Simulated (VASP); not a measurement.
Wanted: the native input for a VASP 6.6.1 run.

| Quantity | Value |
| --- | --- |
| Task | single point |
| Functional | LDA |
| Potentials or basis | VASP PAW LDA potentials, release 64 (B, As) |
| Cutoff | 520 eV |
| k mesh | 17 × 17 × 17 |
| Occupations | fermi-dirac, width 0.1 eV |
| Spin | no spin polarisation |
| Dipole correction | no |
| Further INCAR settings | ALGO = Normal; EDIFF = 1e-06; NBANDS = 11 |

The structure of BAs (rocksalt type) lies in POSCAR:

```
BAs
1.0
    0.0000000000      2.1750952467      2.1750952467
    2.1750952467      0.0000000000      2.1750952467
    2.1750952467      2.1750952467      0.0000000000
B As
1 1
Direct
    0.0000000000      0.0000000000      0.0000000000
    0.5000000000      0.5000000000      0.5000000000
```

This cell differs from its parent crystal: volume scaled by 0.88.

These files were run (other wordings do the same):

INCAR

```
PREC = Accurate ; ENCUT = 520
EDIFF = 1E-6 ; ISMEAR = -1
SIGMA = 0.1 ; LREAL = F
LASPH = T ; NELM = 100
ALGO = Normal ; ISIF = 2
LWAVE = F ; LCHARG = F
GGA = CA ; NBANDS = 11
```

KPOINTS

```
regular mesh
0
Gamma
  17 17 17
```

Potentials or basis: VASP PAW LDA potentials, release 64 (B, As).

Run with:

```bash
$ cat potpaw_LDA.64/B/POTCAR potpaw_LDA.64/As/POTCAR > POTCAR
$ mpirun -np 1 vasp_std > vasp.out
```

It gave:

```yaml
Pressure: 25.9 GPa
Band_gap_on_the_k_mesh: zero (band 4 reaches 11.21 eV, above the bottom of band 5 at 6.85 eV)
```

Run time: 17 s on 1 thread of Intel(R) Xeon(R) 6975P-C (Granite Rapids), on a shared host, peak memory 0.15 GiB.
